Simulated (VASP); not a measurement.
# Si9O16 (a cell with a defect) in VASP: a series of runs, part 2 of 2

VASP 6.6.1. The steps go on from the part before.

## (4) Single point, PBE

Input file INCAR:

```
SYSTEM = Si9O16
PREC = Accurate
ENCUT = 520
EDIFF = 1E-7
ISMEAR = -1
SIGMA = 0.02
LREAL = Auto
LASPH = .TRUE.
NELM = 80
ALGO = Normal
ISIF = 2
LWAVE = .FALSE.
LCHARG = .FALSE.
GGA = PE
NBANDS = 84
```

Input file KPOINTS:

```
regular mesh
0
G
  2 2 2
  0 0 0
```

Input file POSCAR:

```
Si9O16
1.0
   -4.1520000000     -4.1520000000      0.0000000000
    4.1520000000     -4.1520000000      0.0000000000
    0.0000000000      0.0000000000      5.3180000000
Si O
9 16
Direct
    0.5381262042      0.4713872832     -0.0127115457
    0.0368015414      0.4811897881      0.2234862730
    0.5340197495      0.4813945087      0.4689732982
    0.0315992293      0.5571531792      0.7260060173
   -0.0069484586     -0.0002769750      0.0068822866
    0.5061657033     -0.0091522158      0.2507145543
    0.0130298651      0.0081647399      0.4858217375
    0.6378612717      0.0295038536      0.7482324182
    0.3320207129      0.8355370906      0.7465964648
    0.2057321773      0.5056599229     -0.0111508086
    0.0154744701      0.1906430636      0.2381910493
    0.8072013487      0.4579479769     -0.0259496051
   -0.0080924855      0.7893545279      0.2621662279
    0.2161368015      0.4581165703      0.4909740504
    0.0049132948      0.1756262042      0.7588191049
    0.8124036609      0.4684007707      0.4947912749
   -0.1385717726      0.8125361272      0.7594020308
    0.7209537572      0.0480491329      0.0513162843
    0.5232899807      0.6883188825      0.2395261376
    0.2841763006     -0.0516859345      0.0517111696
    0.5098747592      0.2918834297      0.2340541557
    0.7175578035      0.0401734104      0.4500188041
    0.5031791908      0.6240125241      0.7389432117
    0.3023723507     -0.0101758189      0.4791462956
    0.5125842967      0.2768424855      0.7380030086
```

Potentials or basis: VASP PAW PBE potentials, release 64 (Si, O).

The run is started by

```bash
cat potpaw_PBE.64/Si/POTCAR potpaw_PBE.64/O/POTCAR > POTCAR
mpirun -np 1 vasp_std > vasp.out
```

OUTCAR:

```text
SYSTEM = Si9O16
   PREC = Accurate
   ENCUT = 520
   EDIFF = 1E-7
   ISMEAR = -1
   LREAL = Auto
   LASPH = .TRUE.
   NELM = 80
   ISIF = 2
   GGA = PE

 ion  position               nearest neighbor table
   1  0.538  0.471  0.987-  12 1.58  23 1.61  21 1.69  25 1.76  19 1.85  10 1.96   3 2.56   3 2.76
                             9 2.77   8 2.95
   2  0.037  0.481  0.223-  10 1.60  11 1.71  14 1.78  13 1.84  12 1.90  16 1.96   4 2.68   4 2.71
                             5 3.06   7 3.11
   3  0.534  0.481  0.469-  16 1.64  23 1.67  21 1.68  19 1.72  25 1.87  14 1.88   1 2.56   1 2.76
                             9 2.81   8 3.10   6 3.11
   4  0.032  0.557  0.726-  14 1.75  10 1.76  17 1.81  16 1.85  12 1.95  15 2.25   9 2.41   2 2.68
                             2 2.71   7 2.94   5 3.01
   5  0.993  1.000  0.007-  18 1.64  11 1.67  15 1.68  20 1.75  13 1.84  17 1.88   8 2.50   7 2.55
                             9 2.61   7 2.77   4 3.01   2 3.06   6 3.14
   6  0.506  0.991  0.251-  22 1.66  18 1.68  20 1.70  24 1.71  21 1.77  19 1.78   8 2.77   8 2.79
                             9 2.97   9 3.01   3 3.11   5 3.14
   7  0.013  0.008  0.486-  11 1.70  24 1.70  15 1.75  13 1.76  22 1.76  17 2.06   9 2.54   5 2.55
                             8 2.61   5 2.77   4 2.94   2 3.11
   8  0.638  0.030  0.748-  25 1.63  22 1.65  18 1.69  17 1.83   9 2.13  15 2.32  24 2.45   5 2.50
                            23 2.51   7 2.61   6 2.77   6 2.79   1 2.95   3 3.10
   9  0.332  0.836  0.747-  23 1.60  24 1.70  20 1.77   8 2.13   4 2.41  10 2.44   7 2.54   5 2.61
                             1 2.77   3 2.81   6 2.97   6 3.01
  10  0.206  0.506  0.989-   2 1.60   4 1.76   1 1.96   9 2.44
  11  0.015  0.191  0.238-   5 1.67   7 1.70   2 1.71
  12  0.807  0.458  0.974-   1 1.58   2 1.90   4 1.95
  13  0.992  0.789  0.262-   7 1.76   5 1.84   2 1.84
  14  0.216  0.458  0.491-   4 1.75   2 1.78   3 1.88
  15  0.005  0.176  0.759-   5 1.68   7 1.75   4 2.25   8 2.32
  16  0.812  0.468  0.495-   3 1.64   4 1.85   2 1.96
  17  0.861  0.813  0.759-   4 1.81   8 1.83   5 1.88   7 2.06
  18  0.721  0.048  0.051-   5 1.64   6 1.68   8 1.69
  19  0.523  0.688  0.240-   3 1.72   6 1.78   1 1.85
  20  0.284  0.948  0.052-   6 1.70   5 1.75   9 1.77
  21  0.510  0.292  0.234-   3 1.68   1 1.69   6 1.77
  22  0.718  0.040  0.450-   8 1.65   6 1.66   7 1.76
  23  0.503  0.624  0.739-   9 1.60   1 1.61   3 1.67   8 2.51
  24  0.302  0.990  0.479-   9 1.70   7 1.70   6 1.71   8 2.45
  25  0.513  0.277  0.738-   8 1.63   1 1.76   3 1.87

  LATTYP: Found a simple tetragonal cell.
 ALAT       =     5.8718147110
 C/A-ratio  =     0.9056825295

  Lattice vectors:

 A1 = (  -4.1520000000,  -4.1520000000,   0.0000000000)
 A2 = (   4.1520000000,  -4.1520000000,   0.0000000000)
 A3 = (   0.0000000000,   0.0000000000,   5.3180000000)

Analysis of symmetry for initial positions (statically):
=====================================================================
 Subroutine PRICEL returns:
 Original cell was already a primitive cell.

 Routine SETGRP: Setting up the symmetry group for a
 simple tetragonal supercell.

 Subroutine GETGRP returns: Found  1 space group operations
 (whereof  1 operations were pure point group operations)
 out of a pool of 16 trial point group operations.

The static configuration has the point symmetry C_1 .

[... 117 lines left out ...]
  0.000000  0.500000  0.000000      1.000000
  0.500000  0.500000  0.000000      1.000000
  0.000000  0.000000  0.500000      1.000000
  0.500000  0.000000  0.500000      1.000000
  0.000000  0.500000  0.500000      1.000000
  0.500000  0.500000  0.500000      1.000000
   k-points           NKPTS =      8   k-points in BZ     NKDIM =      8   number of bands    NBANDS=     84
   number of dos      NEDOS =    301   number of ions     NIONS =     25
   total plane-waves  NPLWV =  92160
   dimension x,y,z NGX =    48 NGY =   48 NGZ =   40
   dimension x,y,z NGXF=    96 NGYF=   96 NGZF=   80
   ions per type =               9  16
   NGX,Y,Z   is equivalent  to a cutoff of  13.59, 13.59, 12.50 a.u.
   NGXF,Y,Z  is equivalent  to a cutoff of  27.18, 27.18, 25.01 a.u.
 SYSTEM =  Si9O16
   PREC   = accura    normal or accurate (medium, high low for compatibility)
   ISTART =      0    job   : 0-new  1-cont  2-samecut
   ICHARG =      2    charge: 1-file 2-atom 10-const
   ISPIN  =      1    spin polarized calculation?
   LNONCOLLINEAR =      F non collinear calculations
   LSORBIT =      F    spin-orbit coupling
   LASPH  =      T    aspherical Exc in radial PAW
   ENCUT  =  520.0 eV  38.22 Ry    6.18 a.u.  10.92 10.92  9.89*2*pi/ulx,y,z
   NELM   =     80;   NELMIN=  2; NELMDL= -5     # of ELM steps
   EDIFF  = 0.1E-06   stopping-criterion for ELM
   LREAL  =      T    real-space projection
   EDIFFG = 0.1E-05   stopping-criterion for IOM
   NSW    =      0    number of steps for IOM
   IBRION =     -1    ionic relax: 0-MD 1-quasi-New 2-CG
   NFREE  =      0    steps in history (QN), initial steepest desc. (CG)
   ISIF   =      2    stress and relaxation
   ISYM   =      2    0-nonsym 1-usesym 2-fastsym
   POTIM  = 0.5000    time-step for ionic-motion
   TEBEG  =    0.0;   TEEND  =   0.0 temperature during run
   PSTRESS=    0.0 pullay stress
   NELECT =     132.0000    total number of electrons
   NUPDOWN=      -1.0000    fix difference up-down
   EMIN   =  10.00;   EMAX   =-10.00  energy-range for DOS
   EFERMI =   0.00;   METHOD = LEGACY
   ISMEAR =    -1;   SIGMA  =   0.02  broadening in eV -4-tet -1-fermi 0-gaus
   EFERMI_NEDOS =   21; number of points for ismear=-14 and -15
   IALGO  =     38    algorithm
   IMIX   =      4    mixing-type and parameters
     AMIX     =   0.40;   BMIX     =  1.00
     AMIX_MAG =   1.60;   BMIX_MAG =  1.00
  volume/ion in A,a.u.               =       7.33        49.49
  Fermi-wavevector in a.u.,A,eV,Ry     =   1.467242  2.772686 29.290617  2.152800
  Thomas-Fermi vector in A             =   2.582883
   LORBIT       =      0    0 simple, 1 ext, 2 COOP (PROOUT), +10 PAW based schemes
   GGA     = PE    functional components
   LHFCALC =     F    Hartree Fock is set to
   AEXX    =    0.0000 exact exchange contribution
   IVDW    =     0    specifies the selected vdW correction
   LEPSILON=     F    determine dielectric tensor
   LRPA    =     F    only Hartree local field effects (RPA)
 non-spin polarized calculation
  energy-cutoff  :      520.00
  volume of cell :      183.36
 maximum number of plane-waves:      4960
 NGX is ok and might be reduce to    48
   NGX = 21   NGY = 21   NGZ = 19

 number of electron     131.9999965 magnetization

 Free energy of the ion-electron system (eV)
  ---------------------------------------------------
  ext. energy  EPLUGINS =         0.00000000
  ---------------------------------------------------
  free energy    TOTEN  =      -171.97832015 eV

  energy without entropy =     -171.97832015  energy(sigma->0) =     -171.97832015

 E-fermi :  13.0687     XC(G=0): -12.6722

 val. band max:       12.5864241053   @ k =   0.5000   0.5000   0.5000
 cond. band min:      14.6376155756   @ k =   0.0000   0.5000   0.0000
 fundamental gap:      2.0511914703
 Fermi energy:        13.0686524951

 k-point     1 :       0.0000    0.0000    0.0000
  band No.  band energies     occupation
      1     -13.9285      2.00000
      2     -12.5814      2.00000
      3     -11.4829      2.00000
      4     -11.3887      2.00000
      5     -11.2595      2.00000
      6     -10.6488      2.00000
[... 637 lines left out ...]
     77      19.0366      0.00000
     78      19.0877      0.00000
 [bands above 78 left out]

------------------------ aborting loop because EDIFF is reached ----------------------------------------

  FORCE on cell =-STRESS in cart. coord.  units (eV):
  Direction    XX          YY          ZZ          XY          YZ          ZX
  --------------------------------------------------------------------------------------
  -------------------------------------------------------------------------------------
  Total       76.8012685     54.1519603     68.4654160     -2.8763429      4.9240522      2.0256075
  in kB      671.0980192    473.1858476    598.2584144    -25.1338038     43.0269151     17.6999837
  external PRESSURE =     580.8474271 kB  Pullay stress =       0.0000000 kB

 VOLUME and BASIS-vectors are now :
 -----------------------------------------------------------------------------
  energy-cutoff  :      520.00
  volume of cell :      183.36
      direct lattice vectors                 reciprocal lattice vectors
    -4.152000000 -4.152000000  0.000000000    -0.120423892 -0.120423892  0.000000000
     4.152000000 -4.152000000  0.000000000     0.120423892 -0.120423892  0.000000000
     0.000000000  0.000000000  5.318000000     0.000000000  0.000000000  0.188040617

 POSITION                                       TOTAL-FORCE (eV/Angst)
 -----------------------------------------------------------------------------------
     -0.27710     -4.19150      5.25040         0.583688      2.901041      0.728060
      1.84510     -2.15070      1.18850         2.973882      2.595856      3.339501
     -0.21850     -4.21600      2.49400        -0.200049      2.433291      1.692047
      2.18210     -2.44450      3.86090         1.233034      1.088969     -0.327996
      0.02770     -8.27400      0.03660        -2.573235      0.177761      0.935876
      2.01240     -6.21560      1.33330         0.344282      0.479169     -0.773120
[... 17 lines left out ...]
      2.85430     -5.36520      2.54810         0.818139     -0.006015     -1.433792
     -0.97880     -3.27770      3.92470         0.278334     -0.120970      0.266732
 -----------------------------------------------------------------------------------
    total drift:                               -0.003059      0.000934      0.003448

  FREE ENERGIE OF THE ION-ELECTRON SYSTEM (eV)
  ---------------------------------------------------
  free  energy   TOTEN  =      -171.9783201510 eV

  energy  without entropy=     -171.9783201510  energy(sigma->0) =     -171.97832015
```

It took 3.6 min on 1 thread of Intel Xeon 6975P-C, shared host; peak memory 0.32 GiB.

Results:

```
Free energy            : -171.9783 eV
Pressure               : 58.1 GPa
Largest force          : 5.922 eV/Å
Band gap on the k mesh : 2.05 eV
```

Forces in eV/Å, atoms in the order of the input:
```
Si   0.584  2.901  0.728
Si   2.974  2.596  3.340
Si  -0.200  2.433  1.692
Si   1.233  1.089 -0.328
Si  -2.573  0.178  0.936
Si   0.344  0.479 -0.773
Si  -0.012  1.197  0.198
Si  -0.117  1.017  0.792
Si   2.143 -1.613  1.268
O   -1.818 -0.190 -0.427
O   -0.438 -2.777  0.763
O   -2.404 -5.165  1.617
O   -0.397  1.353 -0.512
O    0.914 -0.244 -1.654
O   -0.776 -0.146 -1.892
O   -1.804 -3.233 -0.784
O   -0.858 -1.529  0.332
O    0.347  2.769 -2.602
O   -0.919  0.040  0.144
O    0.796 -0.499 -2.451
O    2.781  0.522 -0.065
O   -1.029  0.406  2.385
O    0.135 -1.459 -1.538
O    0.818 -0.006 -1.434
O    0.278 -0.121  0.267
```

Levels at points of the mesh, in eV from the valence-band top:
```csv
k point,band 64,band 65,band 66,band 67,band 68,band 69
"(0.00, 0.00, 0.00)",-3.42,-1.80,-1.00,2.30,2.60,3.18
"(0.50, 0.00, 0.00)",-3.79,-1.73,-0.82,2.28,3.32,3.38
"(0.00, 0.50, 0.00)",-3.90,-1.51,-0.44,2.05,3.03,3.47
"(0.50, 0.50, 0.00)",-3.73,-1.62,-0.35,2.13,3.51,3.90
"(0.00, 0.00, 0.50)",-3.85,-1.26,-0.71,2.54,2.95,3.55
"(0.50, 0.00, 0.50)",-3.74,-1.50,-0.54,2.83,3.01,3.79
"(0.00, 0.50, 0.50)",-3.67,-1.23,-0.14,2.68,2.69,4.21
"(0.50, 0.50, 0.50)",-3.85,-1.36,0.00,2.69,2.94,4.53
```

Caveat: the k points lie up to 0.59 Å⁻¹ apart.
